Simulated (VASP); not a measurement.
# Al2W2O (P6/mmm) in VASP: a series of runs

The runs below take Al2W2O through single point, relaxation of cell and atoms, with PBE.

Program: VASP 6.6.1. These are calculated values, not measurements. Logs are shortened: lines on timing, memory, paths and dates and some standing lists are left out, and cuts for length are marked.

## 1. The cell of the first run

Symmetry: P6/mmm, No. 191, hexagonal system. Conventional cell: a = 3.300 Å, b = 3.300 Å, c = 8.105 Å, α = 90.00°, β = 90.00°, γ = 120.00°. Al (site symmetry -6m2) has 3 O at 1.91 Å and 3 Al at 1.91 Å within 2.5 Å. W (site symmetry 6mm) has 1 O at 1.81 Å within 2.4 Å. O (site symmetry 6/mmm) has 2 W at 1.81 Å and 6 Al at 1.91 Å within 2.4 Å.

## 2. Single point, PBE

INCAR reads:

```
SYSTEM = Al2W2O
  ALGO = Normal
  EDIFF = 1E-6
  ENCUT = 520
  GGA = PE
  ISIF = 2
  ISMEAR = 0
  LASPH = .True.
  LCHARG = .False.
  LREAL = .False.
  LWAVE = .False.
  NBANDS = 28
  NELM = 100
  PREC = Accurate
  SIGMA = 0.1
```

KPOINTS reads:

```
k-points
0
Gamma
  6 6 2
  0 0 0
```

POSCAR reads:

```
Al2W2O
1.0
    3.3004121900      0.0000000000      0.0000000000
   -1.6502060900      2.8582408000      0.0000000000
    0.0000000000      0.0000000000      8.1052433500
Al W O
2 2 1
Direct
    0.3333333300      0.6666666700      0.0000000000
    0.6666666700      0.3333333300      0.0000000000
    0.0000000000      0.0000000000      0.7762020700
    0.0000000000      0.0000000000      0.2237979300
    0.0000000000      0.0000000000      0.0000000000
```

Potentials or basis: VASP PAW PBE potentials, release 64 (Al, W_sv, O).

Started as:

```
cat potpaw_PBE.64/Al/POTCAR potpaw_PBE.64/W_sv/POTCAR potpaw_PBE.64/O/POTCAR > POTCAR
mpirun -np 1 vasp_std > vasp.out
```

OUTCAR:

```text
SYSTEM = Al2W2O
   EDIFF = 1E-6
   ENCUT = 520
   GGA = PE
   ISIF = 2
   ISMEAR = 0
   LASPH = .True.
   LREAL = .False.
   NELM = 100
   PREC = Accurate

 ion  position               nearest neighbor table
   1  0.333  0.667  0.000-   5 1.91   2 1.91   2 1.91   5 1.91   5 1.91   2 1.91   4 2.63   3 2.63
                             3 2.63   4 2.63   3 2.63   4 2.63
   2  0.667  0.333  0.000-   5 1.91   1 1.91   1 1.91   5 1.91   5 1.91   1 1.91   4 2.63   3 2.63
                             4 2.63   3 2.63   4 2.63   3 2.63
   3  0.000  0.000  0.776-   5 1.81   2 2.63   1 2.63   1 2.63   2 2.63   2 2.63   1 2.63
   4  0.000  0.000  0.224-   5 1.81   2 2.63   1 2.63   1 2.63   2 2.63   2 2.63   1 2.63
   5  0.000  0.000  0.000-   3 1.81   4 1.81   1 1.91   2 1.91   1 1.91   2 1.91   2 1.91   1 1.91

  LATTYP: Found a hexagonal cell.
 ALAT       =     3.3004121900
 C/A-ratio  =     2.4558276007

  Lattice vectors:

 A1 = (   3.3004121900,   0.0000000000,   0.0000000000)
 A2 = (  -1.6502060900,   2.8582408000,   0.0000000000)
 A3 = (   0.0000000000,   0.0000000000,   8.1052433500)

Analysis of symmetry for initial positions (statically):
=====================================================================
 Subroutine PRICEL returns:
 Original cell was already a primitive cell.

 Routine SETGRP: Setting up the symmetry group for a
 hexagonal supercell.

 Subroutine GETGRP returns: Found 24 space group operations
 (whereof 24 operations were pure point group operations)
 out of a pool of 24 trial point group operations.

The static configuration has the point symmetry D_6h.

Analysis of symmetry for dynamics (positions and initial velocities):
=====================================================================
 Subroutine PRICEL returns:
 Original cell was already a primitive cell.

 Routine SETGRP: Setting up the symmetry group for a
 hexagonal supercell.

 Subroutine GETGRP returns: Found 24 space group operations
 (whereof 24 operations were pure point group operations)
 out of a pool of 24 trial point group operations.

The dynamic configuration has the point symmetry D_6h.

 Subroutine INISYM returns: Found 24 space group operations
 (whereof 24 operations are pure point group operations),
 and found     1 'primitive' translations

----------------------------------------------------------------------------------------

                                     Primitive cell

  volume of cell :      76.4598

  direct lattice vectors                    reciprocal lattice vectors
     3.300412190  0.000000000  0.000000000     0.302992457  0.174932776  0.000000000
    -1.650206090  2.858240800  0.000000000     0.000000000  0.349865554  0.000000000
     0.000000000  0.000000000  8.105243350     0.000000000  0.000000000  0.123376925

  length of vectors
     3.300412190  3.300412188  8.105243350     0.349865553  0.349865554  0.123376925

  position of ions in fractional coordinates (direct lattice)
     0.333333330  0.666666670  0.000000000
     0.666666670  0.333333330  0.000000000
     0.000000000  0.000000000  0.776202070
     0.000000000  0.000000000  0.223797930
     0.000000000  0.000000000  0.000000000

  ion indices of the primitive-cell ions
   primitive index   ion index
                 1           1
                 2           2
                 3           3
                 4           4
                 5           5

----------------------------------------------------------------------------------------

 KPOINTS: k-points

Automatic generation of k-mesh.
 Grid dimensions read from file:
 generate k-points for:    6    6    2

 Generating k-lattice:

  Cartesian coordinates                     Fractional coordinates (reciprocal lattice)
     0.050498743  0.029155463  0.000000000     0.166666667  0.000000000  0.000000000
     0.000000000  0.058310926  0.000000000     0.000000000  0.166666667  0.000000000
     0.000000000  0.000000000  0.061688462     0.000000000  0.000000000  0.500000000

  Length of vectors
     0.058310926  0.058310926  0.061688462

  Shift w.r.t. Gamma in fractional coordinates (k-lattice)
     0.000000000  0.000000000  0.000000000

 Subroutine IBZKPT returns following result:
 ===========================================

 Found     14 irreducible k-points:

 Following reciprocal coordinates:
            Coordinates               Weight
  0.000000  0.000000  0.000000      1.000000
  0.166667  0.000000  0.000000      6.000000
  0.333333  0.000000  0.000000      6.000000
  0.500000  0.000000  0.000000      3.000000
  0.166667  0.166667  0.000000      6.000000
  0.333333  0.166667  0.000000     12.000000
  0.333333  0.333333  0.000000      2.000000
  0.000000  0.000000  0.500000      1.000000
  0.166667  0.000000  0.500000      6.000000
  0.333333  0.000000  0.500000      6.000000
  0.500000  0.000000  0.500000      3.000000
  0.166667  0.166667  0.500000      6.000000
  0.333333  0.166667  0.500000     12.000000
  0.333333  0.333333  0.500000      2.000000
   k-points           NKPTS =     14   k-points in BZ     NKDIM =     14   number of bands    NBANDS=     28
   number of dos      NEDOS =    301   number of ions     NIONS =      5
   total plane-waves  NPLWV =  47040
   dimension x,y,z NGX =    28 NGY =   28 NGZ =   60
   dimension x,y,z NGXF=    56 NGYF=   56 NGZF=  120
   ions per type =               2   2   1
   NGX,Y,Z   is equivalent  to a cutoff of  14.10, 14.10, 12.31 a.u.
   NGXF,Y,Z  is equivalent  to a cutoff of  28.21, 28.21, 24.61 a.u.
 SYSTEM =  Al2W2O
   PREC   = accura    normal or accurate (medium, high low for compatibility)
   ISTART =      0    job   : 0-new  1-cont  2-samecut
   ICHARG =      2    charge: 1-file 2-atom 10-const
   ISPIN  =      1    spin polarized calculation?
   LNONCOLLINEAR =      F non collinear calculations
   LSORBIT =      F    spin-orbit coupling
   LASPH  =      T    aspherical Exc in radial PAW
   ENCUT  =  520.0 eV  38.22 Ry    6.18 a.u.   6.14  6.14 15.07*2*pi/ulx,y,z
   NELM   =    100;   NELMIN=  2; NELMDL= -5     # of ELM steps
   EDIFF  = 0.1E-05   stopping-criterion for ELM
   LREAL  =      F    real-space projection
   EDIFFG = 0.1E-04   stopping-criterion for IOM
   NSW    =      0    number of steps for IOM
   IBRION =     -1    ionic relax: 0-MD 1-quasi-New 2-CG
   NFREE  =      0    steps in history (QN), initial steepest desc. (CG)
   ISIF   =      2    stress and relaxation
   ISYM   =      2    0-nonsym 1-usesym 2-fastsym
   POTIM  = 0.5000    time-step for ionic-motion
   TEBEG  =    0.0;   TEEND  =   0.0 temperature during run
   PSTRESS=    0.0 pullay stress
   NELECT =      40.0000    total number of electrons
   NUPDOWN=      -1.0000    fix difference up-down
   EMIN   =  10.00;   EMAX   =-10.00  energy-range for DOS
   EFERMI =   0.00;   METHOD = LEGACY
   ISMEAR =     0;   SIGMA  =   0.10  broadening in eV -4-tet -1-fermi 0-gaus
   EFERMI_NEDOS =   21; number of points for ismear=-14 and -15
   IALGO  =     38    algorithm
   IMIX   =      4    mixing-type and parameters
     AMIX     =   0.40;   BMIX     =  1.00
     AMIX_MAG =   1.60;   BMIX_MAG =  1.00
  volume/ion in A,a.u.               =      15.29       103.20
  Fermi-wavevector in a.u.,A,eV,Ry     =   1.319118  2.492773 23.675139  1.740074
  Thomas-Fermi vector in A             =   2.449040
   LORBIT       =      0    0 simple, 1 ext, 2 COOP (PROOUT), +10 PAW based schemes
   GGA     = PE    functional components
   LHFCALC =     F    Hartree Fock is set to
   AEXX    =    0.0000 exact exchange contribution
   IVDW    =     0    specifies the selected vdW correction
   LEPSILON=     F    determine dielectric tensor
   LRPA    =     F    only Hartree local field effects (RPA)
 non-spin polarized calculation
 Gauss-broadening in eV      SIGMA  =   0.10
  energy-cutoff  :      520.00
  volume of cell :       76.46
 maximum number of plane-waves:      2076
 NGX is ok and might be reduce to    28
   NGX = 13   NGY = 13   NGZ = 31

 number of electron      40.0000000 magnetization

 Free energy of the ion-electron system (eV)
  ---------------------------------------------------
  ext. energy  EPLUGINS =         0.00000000
  ---------------------------------------------------
  free energy    TOTEN  =       -19.74591187 eV

  energy without entropy =      -19.72956728  energy(sigma->0) =      -19.73773957

 E-fermi :   8.4561     XC(G=0): -10.9021

 val. band max:        8.4443791181   @ k =   0.3333   0.1667   0.0000
 cond. band min:       8.4863610034   @ k =   0.5000   0.0000   0.5000
 fundamental gap:      0.0419818853
 Fermi energy:         8.4561268734

 k-point     1 :       0.0000    0.0000    0.0000
  band No.  band energies     occupation
      1     -66.2096      2.00000
      2     -66.2081      2.00000
      3     -31.3755      2.00000
      4     -31.1350      2.00000
      5     -30.1576      2.00000
      6     -30.1576      2.00000
[... 20 lines left out ...]
     27      10.8194      0.00000
     28      13.3640      0.00000

 k-point     2 :       0.1667    0.0000    0.0000
  band No.  band energies     occupation
      1     -66.2073      2.00000
      2     -66.2058      2.00000
      3     -31.3647      2.00000
      4     -31.1285      2.00000
      5     -30.2093      2.00000
      6     -30.1993      2.00000
[... 20 lines left out ...]
     27      11.3831      0.00000
     28      13.7564      0.00000

 k-point     3 :       0.3333    0.0000    0.0000
  band No.  band energies     occupation
      1     -66.2028      2.00000
      2     -66.2013      2.00000
      3     -31.3430      2.00000
      4     -31.1154      2.00000
      5     -30.3113      2.00000
      6     -30.2992      2.00000
[... 20 lines left out ...]
     27      12.2354      0.00000
     28      14.5751      0.00000

 k-point     4 :       0.5000    0.0000    0.0000
  band No.  band energies     occupation
      1     -66.2005      2.00000
      2     -66.1991      2.00000
      3     -31.3321      2.00000
      4     -31.1088      2.00000
      5     -30.3617      2.00000
      6     -30.3485      2.00000
[... 20 lines left out ...]
     27      11.8074      0.00000
     28      13.5150      0.00000

 k-point     5 :       0.1667    0.1667    0.0000
  band No.  band energies     occupation
      1     -66.2039      2.00000
      2     -66.2024      2.00000
      3     -31.3484      2.00000
      4     -31.1187      2.00000
      5     -30.2763      2.00000
      6     -30.2650      2.00000
[... 20 lines left out ...]
     27      12.2266      0.00000
     28      14.6338      0.00000

 k-point     6 :       0.3333    0.1667    0.0000
  band No.  band energies     occupation
      1     -66.2005      2.00000
      2     -66.1991      2.00000
      3     -31.3321      2.00000
      4     -31.1088      2.00000
      5     -30.3359      2.00000
      6     -30.3234      2.00000
[... 153 lines left out ...]
      5     -30.3616      2.00000
      6     -30.3486      2.00000
[... 20 lines left out ...]
     27      11.8573      0.00000
     28      12.4223      0.00000

 k-point    12 :       0.1667    0.1667    0.5000
  band No.  band energies     occupation
      1     -66.2039      2.00000
      2     -66.2024      2.00000
      3     -31.3475      2.00000
      4     -31.1196      2.00000
      5     -30.2762      2.00000
      6     -30.2650      2.00000
[... 20 lines left out ...]
     27      12.3332      0.00000
     28      14.5759      0.00000

 k-point    13 :       0.3333    0.1667    0.5000
  band No.  band energies     occupation
      1     -66.2005      2.00000
      2     -66.1991      2.00000
      3     -31.3313      2.00000
      4     -31.1097      2.00000
      5     -30.3358      2.00000
      6     -30.3235      2.00000
[... 20 lines left out ...]
     27      11.9056      0.00000
     28      12.5235      0.00000

 k-point    14 :       0.3333    0.3333    0.5000
  band No.  band energies     occupation
      1     -66.1993      2.00000
      2     -66.1980      2.00000
      3     -31.3259      2.00000
      4     -31.1063      2.00000
      5     -30.3008      2.00000
      6     -30.3008      2.00000
[... 20 lines left out ...]
     27      12.6863      0.00000
     28      12.6863      0.00000

------------------------ aborting loop because EDIFF is reached ----------------------------------------

  FORCE on cell =-STRESS in cart. coord.  units (eV):
  Direction    XX          YY          ZZ          XY          YZ          ZX
  --------------------------------------------------------------------------------------
  -------------------------------------------------------------------------------------
  Total       42.0465261     42.0465262     22.6728987      0.0000001      0.0000000      0.0000000
  in kB      881.0643875    881.0643878    475.0995013      0.0000015      0.0000000      0.0000000
  external PRESSURE =     745.7427589 kB  Pullay stress =       0.0000000 kB

 VOLUME and BASIS-vectors are now :
 -----------------------------------------------------------------------------
  energy-cutoff  :      520.00
  volume of cell :       76.46
      direct lattice vectors                 reciprocal lattice vectors
     3.300412190  0.000000000  0.000000000     0.302992457  0.174932776  0.000000000
    -1.650206090  2.858240800  0.000000000     0.000000000  0.349865554  0.000000000
     0.000000000  0.000000000  8.105243350     0.000000000  0.000000000  0.123376925

 POSITION                                       TOTAL-FORCE (eV/Angst)
 -----------------------------------------------------------------------------------
     -0.00000      1.90549      0.00000        -0.000000      0.000000      0.000000
      1.65021      0.95275      0.00000         0.000000     -0.000000      0.000000
      0.00000      0.00000      6.29131         0.000000     -0.000000     -6.590288
      0.00000      0.00000      1.81394        -0.000000      0.000000      6.590288
      0.00000      0.00000      0.00000         0.000000     -0.000000      0.000000
 -----------------------------------------------------------------------------------
    total drift:                               -0.000000     -0.000000      0.000000

  FREE ENERGIE OF THE ION-ELECTRON SYSTEM (eV)
  ---------------------------------------------------
  free  energy   TOTEN  =       -19.7459118703 eV

  energy  without entropy=      -19.7295672762  energy(sigma->0) =      -19.73773957
```

It took 38 s on 1 thread of Intel Xeon Platinum 8259CL at 2.50GHz (Skylake/Cascade Lake), shared host; peak memory 0.21 GiB.

What came out:

* Free energy: -19.7459 eV
* Pressure: 74.6 GPa
* Largest force: 6.590 eV/Å
* Band gap on the k mesh: zero (band 20 reaches 8.67 eV, above the bottom of band 21 at 7.84 eV)

Forces in eV/Å, atoms in the order of the input:
```
Al   0.000  0.000  0.000
Al   0.000  0.000  0.000
W    0.000  0.000 -6.590
W    0.000  0.000  6.590
O    0.000  0.000  0.000
```

Levels at points of the mesh, in eV from the Fermi level:
```
           k point  band 17  band 18  band 19  band 20  band 21  band 22  band 23  band 24
(0.00, 0.00, 0.00)    -2.79    -1.43    -1.43    -0.59    -0.59    -0.04     1.17     1.50
(0.50, 0.00, 0.00)    -1.68    -0.86    -0.22    -0.03     0.80     1.07     1.79     1.97
(0.00, 0.00, 0.50)    -1.92    -1.56    -1.44    -1.44    -0.62    -0.62     1.53     1.55
(0.50, 0.00, 0.50)    -1.70    -0.63    -0.27     0.03     0.86     1.79     1.83     1.88
```

Caveat: the k points lie up to 0.39 Å⁻¹ apart; spin-orbit coupling is left out, which moves the levels of the heavy elements; forces of over 1 eV/Å act on the atoms, so gaps and moduli don't describe the material at rest.

[end of part 1 of 2]
